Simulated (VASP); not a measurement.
**H3Os: single point with PBE**

H3Os:

```
H Os
1.0
     2.85653    0.00000    0.00000
     0.00000    2.85653    0.00000
     0.00000    0.00000    2.85653
H Os
3 1
Direct
  0.00000 0.50000 0.50000
  0.50000 0.00000 0.50000
  0.50000 0.50000 0.00000
  0.00000 0.00000 0.00000
```

- Program: VASP 6.6.1
- Task: single point
- Functional: PBE
- Potentials or basis: VASP PAW PBE potentials, release 64 (H, Os)
- Cutoff: 520 eV
- k mesh: 6 × 6 × 6
- Occupations: gaussian, width 0.1 eV
- Spin: no spin polarisation

The pressure is 0.4 GPa.

Levels at points of the mesh, in eV from the Fermi level:
```
           k point  band 1  band 2  band 3  band 4  band 5  band 6  band 7  band 8  band 9  band 10
(0.00, 0.00, 0.00)  -13.47   -6.42   -6.42    0.53    0.53    0.53    6.17    6.17    8.87     8.87
(0.50, 0.00, 0.00)   -9.39   -8.42   -4.41   -1.91   -1.91    0.76    0.92    2.88   10.79    14.13
(0.50, 0.50, 0.00)   -8.91   -4.70   -4.65   -4.65   -1.40   -1.40    2.14    6.14    6.90    12.66
(0.50, 0.50, 0.50)   -7.84   -7.84   -7.84    2.33    2.33    4.23    5.16    5.16    5.16     7.63
```

Wall time 6.5 s on 1 thread of Intel(R) Xeon(R) Platinum 8488C (Sapphire Rapids) (shared host), peak memory 0.14 GiB.

Caveat: the k points lie up to 0.37 Å⁻¹ apart; spin-orbit coupling is left out, which moves the levels of the heavy elements.
